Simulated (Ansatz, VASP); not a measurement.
# One calculation of Ir, two programs

The input INCAR:

```
SYSTEM = Ir
ALGO     = Fast           ! electronic algorithm
EDIFF    = 1E-6           ! SCF threshold, eV
ENCUT    = 520            ! plane-wave cutoff, eV
GGA      = PS             ! functional
ISIF     = 2              ! what is computed and relaxed
ISMEAR   = 0              ! smearing method
LASPH    = .TRUE.         ! aspherical terms in the spheres
LCHARG   = .TRUE.         ! write CHGCAR
LELF     = .TRUE.         ! ELF
LREAL    = .FALSE.        ! projectors in reciprocal space
LVHAR    = .TRUE.       
LWAVE    = .FALSE.        ! write WAVECAR
NBANDS   = 16             ! bands
NELM     = 80             ! most SCF steps
PREC     = Accurate       ! precision mode
SIGMA    = 0.15           ! smearing width, eV
```

Contents of KPOINTS:

```
k-points
0
G
  18 18 12
  0 0 0
```

POSCAR

```
Ir
1.0
    2.7513778946      0.0000000000      0.0000000000
   -1.3756889473      2.3827631521      0.0000000000
    0.0000000000      0.0000000000      4.4622900000
Ir
2
Direct
    0.6321035521      0.4277615184      0.7500000000
    0.3333333333      0.6666666667      0.2500000000
```

Input for Ansatz:

```yaml
crystal:
  lattice:
    - [2.7513778946, 0.0, 0.0]
    - [-1.3756889473, 2.3827631521, 0.0]
    - [0.0, 0.0, 4.46229]
  atoms:
    - { symbol: Ir, position: [0.6321035521, 0.4277615184, 0.75] }
    - { symbol: Ir, position: [0.3333333333, 0.6666666667, 0.25] }
basis:
  ecutwfc: 420
kpoints:
  mp_grid: { grid: [18, 18, 12] }
hamiltonian:
  xc: pbesol
scf:
  occupations: { method: gaussian, width: 0.15 }
output:
  forces: true
  stress: true
  eigenvalues: true
```

Alike in both runs: task single point; functional PBEsol; k mesh 18 × 18 × 12; occupations gaussian, width 0.15 eV; no spin polarisation.

|  | VASP | Ansatz |
| --- | --- | --- |
| version | VASP 6.6.1 | Ansatz 0.2.0 |
| potentials or method | VASP PAW PBE potentials, release 64 (Ir), cutoff 520 eV | scalar-relativistic, plane waves, PAW |
| valence electrons in the cell | 18 | 34 |

|  | VASP | Ansatz | Ansatz less VASP |
| --- | --- | --- | --- |
| gap on the k mesh at the Fermi level (eV) | none | none | - |
| pressure (GPa) | -7.3 | -8.1 | -0.85 |
| traceless stress, the component that is largest in VASP (GPa) | 5.24 | 5.09 | -0.150 |
| rms of the force components (eV/Å) | 0.802 | 0.796 | -0.0060 |

VASP's potentials were made for PBE, not for PBEsol. Atom by atom the forces differ by 0.006 eV/Å (rms over components). A gap of «none» marks a metal or a gap that the smearing closes. VASP's potentials hold 18 valence electrons a cell and Ansatz's 34, so a difference there can come from the potentials and not from the codes.

Spin-orbit coupling is off throughout.
